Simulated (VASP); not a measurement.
# V (Im-3m) in VASP: notebook

V is run at these levels: r2SCAN; tasks: single point, relaxation of cell and atoms.

Program: VASP 6.6.1. These are calculated values, not measurements. Logs are shortened: lines on timing, memory, paths and dates and some standing lists are left out, and cuts for length are marked.

### 1 The cell of the first run

It takes space group Im-3m (No. 229, cubic). Conventional cell: a = 2.990 Å, b = 2.990 Å, c = 2.990 Å, α = 90.00°, β = 90.00°, γ = 90.00°. V (site symmetry m-3m) has 14 V at 2.59 to 2.99 Å within 3.4 Å.

### 2 Single point, r2SCAN

POSCAR reads:

```
V
1.0
   -1.4947504659      1.4947504659      1.4947504659
    1.4947504659     -1.4947504659      1.4947504659
    1.4947504659      1.4947504659     -1.4947504659
V
1
Direct
    0.0000000000      0.0000000000      0.0000000000
```

INCAR.step1 reads:

```
SYSTEM = V
PREC     = Accurate       ! precision mode
ENCUT    = 520            ! plane-wave cutoff, eV
ISMEAR   = 0              ! smearing method
SIGMA    = 0.1            ! smearing width, eV
LREAL    = .False.        ! projectors in reciprocal space
LASPH    = .True.         ! aspherical terms in the spheres
NELM     = 80             ! most SCF steps
NBANDS   = 12             ! bands
GGA      = PE             ! functional
ALGO     = Normal         ! electronic algorithm
EDIFF    = 1E-4           ! SCF threshold, eV
LWAVE    = .True.         ! write WAVECAR
LCHARG   = .False.        ! write CHGCAR
```

INCAR.step2 reads:

```
SYSTEM = V
PREC     = Accurate       ! precision mode
ENCUT    = 520            ! plane-wave cutoff, eV
EDIFF    = 1E-7           ! SCF threshold, eV
ISMEAR   = 0              ! smearing method
SIGMA    = 0.1            ! smearing width, eV
LREAL    = .False.        ! projectors in reciprocal space
LASPH    = .True.         ! aspherical terms in the spheres
NELM     = 80             ! most SCF steps
ALGO     = Normal         ! electronic algorithm
ISIF     = 2              ! what is computed and relaxed
LWAVE    = .False.        ! write WAVECAR
LCHARG   = .False.        ! write CHGCAR
METAGGA  = R2SCAN         ! meta-GGA
LMIXTAU  = .True.       
NBANDS   = 12             ! bands
ISTART   = 1
```

KPOINTS reads:

```
regular mesh
0
Gamma
  10 10 10
  0 0 0
```

Potentials or basis: VASP PAW PBE potentials, release 64 (V_sv).

Launch:

```console
cat potpaw_PBE.64/V_sv/POTCAR > POTCAR
cp INCAR.step1 INCAR
mpirun -np 1 vasp_std > vasp.out
cp INCAR.step2 INCAR
mpirun -np 1 vasp_std > vasp.out
```

OUTCAR:

```text
SYSTEM = V
   PREC = Accurate
   ENCUT = 520
   EDIFF = 1E-7
   ISMEAR = 0
   LREAL = .False.
   LASPH = .True.
   NELM = 80
   ISIF = 2
   METAGGA = R2SCAN
   ISTART = 1

 ion  position               nearest neighbor table
   1  0.000  0.000  0.000-

  LATTYP: Found a body centered cubic cell.
 ALAT       =     2.9895009318

  Lattice vectors:

 A1 = (  -1.4947504659,   1.4947504659,   1.4947504659)
 A2 = (   1.4947504659,  -1.4947504659,   1.4947504659)
 A3 = (   1.4947504659,   1.4947504659,  -1.4947504659)

Analysis of symmetry for initial positions (statically):
=====================================================================
 Subroutine PRICEL returns:
 Original cell was already a primitive cell.

 Routine SETGRP: Setting up the symmetry group for a
 body centered cubic supercell.

 Subroutine GETGRP returns: Found 48 space group operations
 (whereof 48 operations were pure point group operations)
 out of a pool of 48 trial point group operations.

The static configuration has the point symmetry O_h .

Analysis of symmetry for dynamics (positions and initial velocities):
=====================================================================
 Subroutine PRICEL returns:
 Original cell was already a primitive cell.

 Routine SETGRP: Setting up the symmetry group for a
 body centered cubic supercell.

 Subroutine GETGRP returns: Found 48 space group operations
 (whereof 48 operations were pure point group operations)
 out of a pool of 48 trial point group operations.

The dynamic configuration has the point symmetry O_h .

 Subroutine INISYM returns: Found 48 space group operations
 (whereof 48 operations are pure point group operations),
 and found     1 'primitive' translations

----------------------------------------------------------------------------------------

                                     Primitive cell

  volume of cell :      13.3588

  direct lattice vectors                    reciprocal lattice vectors
    -1.494750466  1.494750466  1.494750466     0.000000000  0.334503993  0.334503993
     1.494750466 -1.494750466  1.494750466     0.334503993  0.000000000  0.334503993
     1.494750466  1.494750466 -1.494750466     0.334503993  0.334503993  0.000000000

  length of vectors
     2.588983752  2.588983752  2.588983752     0.473060084  0.473060084  0.473060084

  position of ions in fractional coordinates (direct lattice)
     0.000000000  0.000000000  0.000000000

  ion indices of the primitive-cell ions
   primitive index   ion index
                 1           1

----------------------------------------------------------------------------------------

 KPOINTS: regular mesh

Automatic generation of k-mesh.
 Grid dimensions read from file:
 generate k-points for:   10   10   10

 Generating k-lattice:

  Cartesian coordinates                     Fractional coordinates (reciprocal lattice)
     0.000000000  0.033450399  0.033450399     0.100000000  0.000000000  0.000000000
     0.033450399  0.000000000  0.033450399     0.000000000  0.100000000  0.000000000
     0.033450399  0.033450399  0.000000000     0.000000000  0.000000000  0.100000000

  Length of vectors
     0.047306008  0.047306008  0.047306008

  Shift w.r.t. Gamma in fractional coordinates (k-lattice)
     0.000000000  0.000000000  0.000000000

 Subroutine IBZKPT returns following result:
 ===========================================

 Found     47 irreducible k-points:

 Following reciprocal coordinates:
            Coordinates               Weight
  0.000000  0.000000  0.000000      1.000000
  0.100000  0.000000  0.000000     12.000000
  0.200000  0.000000  0.000000     12.000000
  0.300000  0.000000  0.000000     12.000000
  0.400000  0.000000  0.000000     12.000000
  0.500000  0.000000  0.000000      6.000000
[... 16 lines left out ...]
  0.300000  0.300000  0.100000      8.000000
 -0.300000  0.300000  0.100000     24.000000
 [... further k-points ...]
   k-points           NKPTS =     47   k-points in BZ     NKDIM =     47   number of bands    NBANDS=     12
   number of dos      NEDOS =    301   number of ions     NIONS =      1
   total plane-waves  NPLWV =   8000
   dimension x,y,z NGX =    20 NGY =   20 NGZ =   20
   dimension x,y,z NGXF=    40 NGYF=   40 NGZF=   40
   ions per type =               1
   NGX,Y,Z   is equivalent  to a cutoff of  12.84, 12.84, 12.84 a.u.
   NGXF,Y,Z  is equivalent  to a cutoff of  25.69, 25.69, 25.69 a.u.
 SYSTEM =  V
   PREC   = accura    normal or accurate (medium, high low for compatibility)
   ISTART =      1    job   : 0-new  1-cont  2-samecut
   ICHARG =      0    charge: 1-file 2-atom 10-const
   ISPIN  =      1    spin polarized calculation?
   LNONCOLLINEAR =      F non collinear calculations
   LSORBIT =      F    spin-orbit coupling
   LASPH  =      T    aspherical Exc in radial PAW
   ENCUT  =  520.0 eV  38.22 Ry    6.18 a.u.   4.81  4.81  4.81*2*pi/ulx,y,z
   NELM   =     80;   NELMIN=  2; NELMDL=  0     # of ELM steps
   EDIFF  = 0.1E-06   stopping-criterion for ELM
   LREAL  =      F    real-space projection
   EDIFFG = 0.1E-05   stopping-criterion for IOM
   NSW    =      0    number of steps for IOM
   IBRION =     -1    ionic relax: 0-MD 1-quasi-New 2-CG
   NFREE  =      0    steps in history (QN), initial steepest desc. (CG)
   ISIF   =      2    stress and relaxation
   ISYM   =      2    0-nonsym 1-usesym 2-fastsym
   POTIM  = 0.5000    time-step for ionic-motion
   TEBEG  =    0.0;   TEEND  =   0.0 temperature during run
   PSTRESS=    0.0 pullay stress
   NELECT =      13.0000    total number of electrons
   NUPDOWN=      -1.0000    fix difference up-down
   EMIN   =  10.00;   EMAX   =-10.00  energy-range for DOS
   EFERMI =   0.00;   METHOD = LEGACY
   ISMEAR =     0;   SIGMA  =   0.10  broadening in eV -4-tet -1-fermi 0-gaus
   EFERMI_NEDOS =   21; number of points for ismear=-14 and -15
   IALGO  =     38    algorithm
   IMIX   =      4    mixing-type and parameters
     AMIX     =   0.40;   BMIX     =  1.00
     AMIX_MAG =   1.60;   BMIX_MAG =  1.00
  volume/ion in A,a.u.               =      13.36        90.15
  Fermi-wavevector in a.u.,A,eV,Ry     =   1.622310  3.065722 35.809046  2.631891
  Thomas-Fermi vector in A             =   2.715944
   LORBIT       =      0    0 simple, 1 ext, 2 COOP (PROOUT), +10 PAW based schemes
   METAGGA = R2SCAN    functional components
   LHFCALC =     F    Hartree Fock is set to
   AEXX    =    0.0000 exact exchange contribution
   IVDW    =     0    specifies the selected vdW correction
   LEPSILON=     F    determine dielectric tensor
   LRPA    =     F    only Hartree local field effects (RPA)
 non-spin polarized calculation
 Gauss-broadening in eV      SIGMA  =   0.10
  energy-cutoff  :      520.00
  volume of cell :       13.36
 maximum number of plane-waves:       370
   NGX =  9   NGY =  9   NGZ =  9

 number of electron      12.9999990 magnetization

 Free energy of the ion-electron system (eV)
  ---------------------------------------------------
  ext. energy  EPLUGINS =         0.00000000
  ---------------------------------------------------
  free energy    TOTEN  =       -14.13805116 eV

  energy without entropy =      -14.13262844  energy(sigma->0) =      -14.13533980

 E-fermi :   9.7524     XC(G=0): -14.1234

 val. band max:        9.7350609802   @ k =  -0.4000   0.4000   0.1000
 cond. band min:       9.8074962328   @ k =   0.1000   0.1000   0.0000
 fundamental gap:      0.0724352527
 Fermi energy:         9.7524297220

 k-point     1 :       0.0000    0.0000    0.0000
  band No.  band energies     occupation
      1     -56.5957      2.00000
      2     -28.7302      2.00000
      3     -28.7301      2.00000
      4     -28.7301      2.00000
      5       2.6847      2.00000
      6      10.2223      0.00000
      7      10.2223      0.00000
      8      10.2223      0.00000
      9      12.4083      0.00000
     10      12.4083      0.00000
     11      31.0745      0.00000
     12      31.0746      0.00000

 k-point     2 :       0.1000    0.0000    0.0000
  band No.  band energies     occupation
      1     -56.5756      2.00000
      2     -28.8257      2.00000
      3     -28.7589      2.00000
      4     -28.7308      2.00000
      5       3.1058      2.00000
      6      10.0434      0.00004
      7      10.1693      0.00000
      8      10.5186      0.00000
      9      12.2187      0.00000
     10      12.4201      0.00000
     11      30.3127      0.00000
     12      30.9583      0.00000

 k-point     3 :       0.2000    0.0000    0.0000
  band No.  band energies     occupation
      1     -56.5227      2.00000
      2     -29.0717      2.00000
      3     -28.8337      2.00000
      4     -28.7328      2.00000
      5       4.2466      2.00000
      6       9.6006      1.96821
      7       9.8984      0.03894
      8      11.3455      0.00000
      9      12.0152      0.00000
     10      12.4737      0.00000
     11      28.0903      0.00000
     12      29.9692      0.00000
[... 286 lines left out ...]
 k-point    23 :       0.3000    0.3000    0.1000
  band No.  band energies     occupation
      1     -56.3648      2.00000
      2     -29.3337      2.00000
      3     -29.3336      2.00000
      4     -28.9321      2.00000
      5       8.0036      2.00000
      6       8.7502      2.00000
      7       8.7502      2.00000
      8      12.7605      0.00000
      9      12.7605      0.00000
     10      19.3408      0.00000
     11      19.3408      0.00000
     12      21.5145      0.00000

 k-point    24 :      -0.3000    0.3000    0.1000
  band No.  band energies     occupation
      1     -56.4409      2.00000
      2     -29.3538      2.00000
      3     -28.9575      2.00000
      4     -28.8041      2.00000
      5       5.9363      2.00000
      6       9.4014      2.00000
      7       9.5204      1.99897
      8      11.5778      0.00000
      9      12.4236      0.00000
     10      13.0336      0.00000
     11      25.1481      0.00000
     12      28.2631      0.00000

 [... further k-points ...]

------------------------ aborting loop because EDIFF is reached ----------------------------------------

  FORCE on cell =-STRESS in cart. coord.  units (eV):
  Direction    XX          YY          ZZ          XY          YZ          ZX
  --------------------------------------------------------------------------------------
  -------------------------------------------------------------------------------------
  Total        0.0146752      0.0146752      0.0146752     -0.0000000      0.0000000     -0.0000000
  in kB        1.7600637      1.7600637      1.7600637     -0.0000000      0.0000000     -0.0000000
  external PRESSURE =       1.7600637 kB  Pullay stress =       0.0000000 kB

 VOLUME and BASIS-vectors are now :
 -----------------------------------------------------------------------------
  energy-cutoff  :      520.00
  volume of cell :       13.36
      direct lattice vectors                 reciprocal lattice vectors
    -1.494750466  1.494750466  1.494750466     0.000000000  0.334503993  0.334503993
     1.494750466 -1.494750466  1.494750466     0.334503993  0.000000000  0.334503993
     1.494750466  1.494750466 -1.494750466     0.334503993  0.334503993  0.000000000

 POSITION                                       TOTAL-FORCE (eV/Angst)
 -----------------------------------------------------------------------------------
      0.00000      0.00000      0.00000         0.000000      0.000000      0.000000
 -----------------------------------------------------------------------------------
    total drift:                                0.000000      0.000000      0.000000

  FREE ENERGIE OF THE ION-ELECTRON SYSTEM (eV)
  ---------------------------------------------------
  free  energy   TOTEN  =       -14.1380511569 eV

  energy  without entropy=      -14.1326284355  energy(sigma->0) =      -14.13533980
```

It took 25 s on 1 thread of Intel Xeon 6975P-C, shared host; peak memory 0.13 GiB.

Results:

| Property | Result |
| --- | --- |
| Free energy | -14.1381 eV |
| Pressure | 0.2 GPa |

Caveat: the PAW data sets were made with another functional, which shifts forces and pressure a little.

### 3 Single point, r2SCAN

This run uses another cell than the first one, of 13.29 Å³/atom, 0.995 times its volume.

POSCAR reads:

```
V
1.0
   -1.4921371451      1.4921371451      1.4921371451
    1.4921371451     -1.4921371451      1.4921371451
    1.4921371451      1.4921371451     -1.4921371451
V
1
Direct
    0.0000000000      0.0000000000      0.0000000000
```

INCAR.step1 reads:

```
  PREC = Accurate
  ENCUT = 520
  ISMEAR = 0
  SIGMA = 0.1
  LREAL = False
  LASPH = True
  NELM = 100
  NBANDS = 12
  GGA = PE
  ALGO = Normal
  EDIFF = 1E-4
  LWAVE = True
  LCHARG = False
```

INCAR.step2 reads:

```
  PREC = Accurate
  ENCUT = 520
  EDIFF = 1E-6
  ISMEAR = 0
  SIGMA = 0.1
  LREAL = False
  LASPH = True
  NELM = 100
  ALGO = Normal
  ISIF = 2
  LWAVE = False
  LCHARG = False
  METAGGA = R2SCAN
  LMIXTAU = True
  NBANDS = 12
  ISTART = 1
```

KPOINTS reads:

```
Automatic mesh
0
Gamma
  20 20 20
```

Potentials or basis: VASP PAW PBE potentials, release 64 (V_sv).

Launch:

```console
cat potpaw_PBE.64/V_sv/POTCAR > POTCAR
cp INCAR.step1 INCAR
mpirun -np 1 vasp_std > vasp.out
cp INCAR.step2 INCAR
mpirun -np 1 vasp_std > vasp.out
```

Wall time 1.9 min (1 thread of Intel Xeon 6975P-C, shared host); peak memory 0.16 GiB.

Results (log left out):

| Quantity | Value |
| --- | --- |
| Free energy | -14.1336 eV |
| Pressure | 0.3 GPa |

Levels at points of the mesh, in eV from the Fermi level:
```csv
k point,band 5,band 6,band 7,band 8,band 9,band 10
"(0.00, 0.00, 0.00)",-7.09,0.49,0.49,0.49,2.70,2.70
"(0.50, 0.00, 0.00)",-3.39,-1.17,1.56,2.68,3.09,4.36
"(0.50, 0.50, 0.50)",-3.17,-3.17,3.95,3.95,3.95,10.77
```

Caveat: the PAW data sets were made with another functional, which shifts forces and pressure a little.

### 4 Single point, r2SCAN

POSCAR reads:

```
V
1.0
   -1.4940064561      1.4940064561      1.4940064561
    1.4940064561     -1.4940064561      1.4940064561
    1.4940064561      1.4940064561     -1.4940064561
V
1
Direct
    0.0000000000      0.0000000000      0.0000000000
```

INCAR.step1 reads:

```
PREC = Accurate ; ENCUT = 520
ISMEAR = -1 ; SIGMA = 0.15
LREAL = F ; LASPH = T
NELM = 60 ; NBANDS = 12
GGA = PE ; ALGO = Normal
EDIFF = 1E-4 ; LWAVE = T
LCHARG = F
```

INCAR.step2 reads:

```
PREC = Accurate ; ENCUT = 520
EDIFF = 1E-6 ; ISMEAR = -1
SIGMA = 0.15 ; LREAL = F
LASPH = T ; NELM = 60
ALGO = Normal ; ISIF = 2
LWAVE = F ; LCHARG = F
METAGGA = R2SCAN ; LMIXTAU = T
NBANDS = 12 ; ISTART = 1
```

KPOINTS is that of step 3.

Launch:

```console
cat potpaw_PBE.64/V_sv/POTCAR > POTCAR
cp INCAR.step1 INCAR
mpirun -np 1 vasp_std > vasp.out
cp INCAR.step2 INCAR
mpirun -np 1 vasp_std > vasp.out
```

Wall time 88 s (1 thread of Intel Xeon 6975P-C, shared host); peak memory 0.16 GiB.

Results (log left out):

| Property | Result |
| --- | --- |
| Free energy | -14.1886 eV |
| Pressure | 0.3 GPa |

Levels at points of the mesh, in eV from the Fermi level:
```tsv
k point	band 3	band 4	band 5	band 6	band 7	band 8	band 9	band 10	band 11	band 12
(0.00, 0.00, 0.00)	-38.47	-38.47	-7.12	0.45	0.45	0.45	2.66	2.66	21.28	21.28
(0.50, 0.00, 0.00)	-38.77	-38.48	-3.41	-1.20	1.51	2.64	3.05	4.31	10.69	16.53
(0.50, 0.50, 0.50)	-39.12	-39.12	-3.19	-3.19	3.90	3.90	3.90	10.69	10.69	10.69
```

Caveat: the PAW data sets were made with another functional, which shifts forces and pressure a little.

[end of part 1 of 2]
